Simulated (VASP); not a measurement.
# AgCl (P2_1/m) in VASP: single point with PBE

Aim: the single point of AgCl with PBE.

All numbers are computed with VASP 6.6.1; they aren't measurements. Logs are shortened: lines on timing, memory, paths and dates and some standing lists are left out, and cuts for length are marked.

### Step 1. The cell of the first run

Symmetry: P2_1/m, No. 11, monoclinic system. Conventional cell: a = 3.786 Å, b = 3.894 Å, c = 6.112 Å, α = 90.00°, β = 108.04°, γ = 90.00°. Within 3.5 Å of Ag (site symmetry m) lie 7 Cl at 2.69 to 3.39 Å and 2 Ag at 3.14 Å. Cl (site symmetry m) has 7 Ag at 2.69 to 3.39 Å within 3.5 Å.

### Step 2. Single point, PBE (mode 18 (127.2 1/cm) frozen in, largest displacement +0.050 Å)

INCAR reads:

```
PREC = Accurate
ENCUT = 520
EDIFF = 1E-7
ISMEAR = 0
SIGMA = 0.05
LREAL = False
LASPH = True
NELM = 100
ALGO = Normal
ISIF = 2
LWAVE = False
LCHARG = True
GGA = PE
LELF = True
LVHAR = True
NBANDS = 46
```

KPOINTS reads:

```
Automatic mesh
0
Gamma
  10 10 4
```

POSCAR reads:

```
AgCl
1.0
   -3.7861669437      0.0000000000      0.0000000000
    0.0000000000      0.0000000000      3.8937085080
    0.0000000000     11.6224404486      0.0000000000
Ag Cl
4 4
Direct
    1.0037492516      0.7500000000      0.6060479495
    0.5037492516      0.7500000000      0.1060479495
    0.9962507484      0.2500000000      0.3939520505
    0.4962507484      0.2500000000      0.8939520505
   -0.0132059681      0.2500000000      0.1335211316
    0.4867940319      0.2500000000      0.6335211316
    0.0132059681      0.7500000000      0.8664788684
    0.5132059681      0.7500000000      0.3664788684
```

Potentials or basis: VASP PAW PBE potentials, release 64 (Ag, Cl).

Command:

```
$ cat potpaw_PBE.64/Ag/POTCAR potpaw_PBE.64/Cl/POTCAR > POTCAR
$ mpirun -np 1 vasp_std > vasp.out
```

OUTCAR:

```text
PREC = Accurate
   ENCUT = 520
   EDIFF = 1E-7
   ISMEAR = 0
   LREAL = False
   LASPH = True
   NELM = 100
   ISIF = 2
   GGA = PE

 ion  position               nearest neighbor table
   1  0.004  0.750  0.606-   6 2.69   6 2.69   6 2.78   6 2.78   7 3.03   3 3.14   3 3.14
   2  0.504  0.750  0.106-   5 2.69   5 2.69   5 2.78   5 2.78   8 3.03   4 3.14   4 3.14
   3  0.996  0.250  0.394-   8 2.69   8 2.69   8 2.78   8 2.78   5 3.03   1 3.14   1 3.14
   4  0.496  0.250  0.894-   7 2.69   7 2.69   7 2.78   7 2.78   6 3.03   2 3.14   2 3.14
   5  0.987  0.250  0.134-   2 2.69   2 2.69   2 2.78   2 2.78   3 3.03
   6  0.487  0.250  0.634-   1 2.69   1 2.69   1 2.78   1 2.78   4 3.03
   7  0.013  0.750  0.866-   4 2.69   4 2.69   4 2.78   4 2.78   1 3.03
   8  0.513  0.750  0.366-   3 2.69   3 2.69   3 2.78   3 2.78   2 3.03

  LATTYP: Found a simple orthorhombic cell.
 ALAT       =     3.7861669437
 B/A-ratio  =     1.0284038094
 C/A-ratio  =     3.0697115635

  Lattice vectors:

 A1 = (  -3.7861669437,   0.0000000000,   0.0000000000)
 A2 = (   0.0000000000,   0.0000000000,   3.8937085080)
 A3 = (   0.0000000000,  11.6224404486,   0.0000000000)

Analysis of symmetry for initial positions (statically):
=====================================================================
 Subroutine PRICEL returns following result:

  LATTYP: Found a base centered orthorhombic cell.
 ALAT       =     3.7861669437
 B/A-ratio  =     3.0697115635
 C/A-ratio  =     1.0284038094

  Lattice vectors:

 A1 = (  -1.8930834718,   5.8112202243,   0.0000000000)
 A2 = (  -1.8930834719,  -5.8112202243,   0.0000000000)
 A3 = (   0.0000000000,   0.0000000000,   3.8937085080)

   2 primitive cells build up your supercell.

 Routine SETGRP: Setting up the symmetry group for a
 simple orthorhombic supercell.

 Subroutine GETGRP returns: Found  4 space group operations
 (whereof  2 operations were pure point group operations)
 out of a pool of  8 trial point group operations.

The static configuration has the point symmetry S_2 .
 The point group associated with its full space group is C_2h.

Analysis of symmetry for dynamics (positions and initial velocities):
=====================================================================
 Subroutine PRICEL returns following result:

  LATTYP: Found a base centered orthorhombic cell.
 ALAT       =     3.7861669437
 B/A-ratio  =     3.0697115635
 C/A-ratio  =     1.0284038094

  Lattice vectors:

 A1 = (  -1.8930834718,   5.8112202243,   0.0000000000)
 A2 = (  -1.8930834719,  -5.8112202243,   0.0000000000)
 A3 = (   0.0000000000,   0.0000000000,   3.8937085080)

   2 primitive cells build up your supercell.

 Routine SETGRP: Setting up the symmetry group for a
 simple orthorhombic supercell.

 Subroutine GETGRP returns: Found  4 space group operations
 (whereof  2 operations were pure point group operations)
 out of a pool of  8 trial point group operations.

The dynamic configuration has the point symmetry S_2 .
 The point group associated with its full space group is C_2h.

 Subroutine INISYM returns: Found  4 space group operations
 (whereof  2 operations are pure point group operations),
 and found     2 'primitive' translations

----------------------------------------------------------------------------------------

                                     Primitive cell

  volume of cell :      85.6703

  direct lattice vectors                    reciprocal lattice vectors
    -1.893083472  5.811220224  0.000000000    -0.264119363  0.086040449  0.000000000
    -1.893083472 -5.811220224  0.000000000    -0.264119363 -0.086040449  0.000000000
     0.000000000  0.000000000  3.893708508     0.000000000  0.000000000  0.256824567

  length of vectors
     6.111795606  6.111795606  3.893708508     0.277780483  0.277780483  0.256824567

  position of ions in fractional coordinates (direct lattice)
     0.609797201  0.397701302  0.750000000
     0.390202799  0.602298698  0.250000000
     0.120315163  0.853272900  0.250000000
     0.879684837  0.146727100  0.750000000

  ion indices of the primitive-cell ions
   primitive index   ion index
                 1           1
                 2           3
                 3           5
                 4           7

----------------------------------------------------------------------------------------

 KPOINTS: Automatic mesh

Automatic generation of k-mesh.
 Grid dimensions read from file:
 generate k-points for:   10   10    4

 Generating k-lattice:

  Cartesian coordinates                     Fractional coordinates (reciprocal lattice)
    -0.026411936  0.000000000  0.000000000     0.100000000  0.000000000  0.000000000
     0.000000000  0.000000000  0.025682457     0.000000000  0.100000000  0.000000000
     0.000000000  0.021510112  0.000000000     0.000000000  0.000000000  0.250000000

  Length of vectors
     0.026411936  0.025682457  0.021510112

  Shift w.r.t. Gamma in fractional coordinates (k-lattice)
     0.000000000  0.000000000  0.000000000

 Subroutine IBZKPT returns following result:
 ===========================================

 Found    132 irreducible k-points:

 Following reciprocal coordinates:
            Coordinates               Weight
  0.000000  0.000000  0.000000      1.000000
  0.100000  0.000000  0.000000      2.000000
  0.200000  0.000000  0.000000      2.000000
  0.300000  0.000000  0.000000      2.000000
  0.400000  0.000000  0.000000      2.000000
  0.500000  0.000000  0.000000      1.000000
[... 16 lines left out ...]
  0.400000  0.300000  0.000000      4.000000
  0.500000  0.300000  0.000000      2.000000
 [... further k-points ...]
   k-points           NKPTS =    132   k-points in BZ     NKDIM =    132   number of bands    NBANDS=     46
   number of dos      NEDOS =    301   number of ions     NIONS =      8
   total plane-waves  NPLWV =  75600
   dimension x,y,z NGX =    28 NGY =   30 NGZ =   90
   dimension x,y,z NGXF=    56 NGYF=   60 NGZF=  180
   ions per type =               4   4
   NGX,Y,Z   is equivalent  to a cutoff of  12.29, 12.81, 12.87 a.u.
   NGXF,Y,Z  is equivalent  to a cutoff of  24.59, 25.62, 25.75 a.u.
 SYSTEM =  unknown system
   PREC   = accura    normal or accurate (medium, high low for compatibility)
   ISTART =      0    job   : 0-new  1-cont  2-samecut
   ICHARG =      2    charge: 1-file 2-atom 10-const
   ISPIN  =      1    spin polarized calculation?
   LNONCOLLINEAR =      F non collinear calculations
   LSORBIT =      F    spin-orbit coupling
   LASPH  =      T    aspherical Exc in radial PAW
   ENCUT  =  520.0 eV  38.22 Ry    6.18 a.u.   7.04  7.24 21.61*2*pi/ulx,y,z
   NELM   =    100;   NELMIN=  2; NELMDL= -5     # of ELM steps
   EDIFF  = 0.1E-06   stopping-criterion for ELM
   LREAL  =      F    real-space projection
   EDIFFG = 0.1E-05   stopping-criterion for IOM
   NSW    =      0    number of steps for IOM
   IBRION =     -1    ionic relax: 0-MD 1-quasi-New 2-CG
   NFREE  =      0    steps in history (QN), initial steepest desc. (CG)
   ISIF   =      2    stress and relaxation
   ISYM   =      2    0-nonsym 1-usesym 2-fastsym
   POTIM  = 0.5000    time-step for ionic-motion
   TEBEG  =    0.0;   TEEND  =   0.0 temperature during run
   PSTRESS=    0.0 pullay stress
   NELECT =      72.0000    total number of electrons
   NUPDOWN=      -1.0000    fix difference up-down
   EMIN   =  10.00;   EMAX   =-10.00  energy-range for DOS
   EFERMI =   0.00;   METHOD = LEGACY
   ISMEAR =     0;   SIGMA  =   0.05  broadening in eV -4-tet -1-fermi 0-gaus
   EFERMI_NEDOS =   21; number of points for ismear=-14 and -15
   IALGO  =     38    algorithm
   IMIX   =      4    mixing-type and parameters
     AMIX     =   0.40;   BMIX     =  1.00
     AMIX_MAG =   1.60;   BMIX_MAG =  1.00
  volume/ion in A,a.u.               =      21.42       144.53
  Fermi-wavevector in a.u.,A,eV,Ry     =   1.226212  2.317204 20.457657  1.503595
  Thomas-Fermi vector in A             =   2.361221
   LORBIT       =      0    0 simple, 1 ext, 2 COOP (PROOUT), +10 PAW based schemes
   GGA     = PE    functional components
   LHFCALC =     F    Hartree Fock is set to
   AEXX    =    0.0000 exact exchange contribution
   IVDW    =     0    specifies the selected vdW correction
   LEPSILON=     F    determine dielectric tensor
   LRPA    =     F    only Hartree local field effects (RPA)
 non-spin polarized calculation
 Gauss-broadening in eV      SIGMA  =   0.05
  energy-cutoff  :      520.00
  volume of cell :      171.34
 maximum number of plane-waves:      4650
   NGX = 15   NGY = 15   NGZ = 43

 number of electron      72.0000011 magnetization

 Free energy of the ion-electron system (eV)
  ---------------------------------------------------
  ext. energy  EPLUGINS =         0.00000000
  ---------------------------------------------------
  free energy    TOTEN  =       -21.32162634 eV

  energy without entropy =      -21.32162634  energy(sigma->0) =      -21.32162634

 E-fermi :   4.0210     XC(G=0):  -9.9810

 val. band max:        3.8117736167   @ k =   0.5000   0.0000   0.5000
 cond. band min:       4.2226595805   @ k =   0.0000   0.0000   0.0000
 fundamental gap:      0.4108859638
 Fermi energy:         4.0209734389

 k-point     1 :       0.0000    0.0000    0.0000
  band No.  band energies     occupation
      1     -11.2635      2.00000
      2     -11.0411      2.00000
      3     -11.0092      2.00000
      4     -10.7807      2.00000
      5      -0.5083      2.00000
      6      -0.1883      2.00000
[... 38 lines left out ...]
     45      12.3046      0.00000
     46      13.5988      0.00000

 k-point     2 :       0.1000    0.0000    0.0000
  band No.  band energies     occupation
      1     -11.2346      2.00000
      2     -11.0156      2.00000
      3     -10.9901      2.00000
      4     -10.7656      2.00000
      5      -0.5102      2.00000
      6      -0.1752      2.00000
[... 1070 lines left out ...]
 k-point    24 :       0.5000    0.3000    0.0000
  band No.  band energies     occupation
      1     -10.8059      2.00000
      2     -10.8059      2.00000
      3     -10.6927      2.00000
      4     -10.6927      2.00000
      5      -0.9086      2.00000
      6      -0.9086      2.00000
[... 38 lines left out ...]
     45      11.9627      0.00000
     46      11.9629      0.00000

 [... further k-points ...]

------------------------ aborting loop because EDIFF is reached ----------------------------------------

  FORCE on cell =-STRESS in cart. coord.  units (eV):
  Direction    XX          YY          ZZ          XY          YZ          ZX
  --------------------------------------------------------------------------------------
  -------------------------------------------------------------------------------------
  Total       -0.1020606     -0.0586915      0.0151921      0.1639917      0.0000000      0.0000000
  in kB       -0.9543509     -0.5488138      0.1420588      1.5334583      0.0000000      0.0000000
  external PRESSURE =      -0.4537019 kB  Pullay stress =       0.0000000 kB

 VOLUME and BASIS-vectors are now :
 -----------------------------------------------------------------------------
  energy-cutoff  :      520.00
  volume of cell :      171.34
      direct lattice vectors                 reciprocal lattice vectors
    -3.786166944  0.000000000  0.000000000    -0.264119363  0.000000000  0.000000000
     0.000000000  0.000000000  3.893708508     0.000000000  0.000000000  0.256824567
     0.000000000 11.622440449  0.000000000     0.000000000  0.086040449  0.000000000

 POSITION                                       TOTAL-FORCE (eV/Angst)
 -----------------------------------------------------------------------------------
     -0.01420      7.04376      2.92028         0.090231     -0.003988     -0.000000
     -1.90728      1.23254      2.92028         0.090231     -0.003988      0.000000
     -3.77197      4.57868      0.97343        -0.090231      0.003988      0.000000
     -1.87889     10.38990      0.97343        -0.090231      0.003988     -0.000000
     -3.73617      1.55184      0.97343        -0.104197     -0.007067     -0.000000
     -1.84308      7.36306      0.97343        -0.104197     -0.007067     -0.000000
     -0.05000     10.07060      2.92028         0.104197      0.007067     -0.000000
     -1.94308      4.25938      2.92028         0.104197      0.007067     -0.000000
 -----------------------------------------------------------------------------------
    total drift:                                0.000000      0.000000     -0.000000

  FREE ENERGIE OF THE ION-ELECTRON SYSTEM (eV)
  ---------------------------------------------------
  free  energy   TOTEN  =       -21.3216263384 eV

  energy  without entropy=      -21.3216263384  energy(sigma->0) =      -21.32162634
```

Wall time 11 min (1 thread of Intel Xeon Platinum 8375C at 2.90GHz (Ice Lake), shared host); peak memory 0.79 GiB.

Results:

```
Free energy            : -21.3216 eV
Pressure               : 0.0 GPa
Largest force          : 0.104 eV/Å
Band gap on the k mesh : 0.41 eV
```

Forces in eV/Å, atoms in the order of the input:
```
Ag   0.090 -0.004  0.000
Ag   0.090 -0.004  0.000
Ag  -0.090  0.004  0.000
Ag  -0.090  0.004  0.000
Cl  -0.104 -0.007  0.000
Cl  -0.104 -0.007  0.000
Cl   0.104  0.007  0.000
Cl   0.104  0.007  0.000
```

Caveat: the cell differs from its parent crystal (mode 18 (127.2 1/cm) frozen in, largest displacement +0.050 Å). A k mesh can miss the band edges.
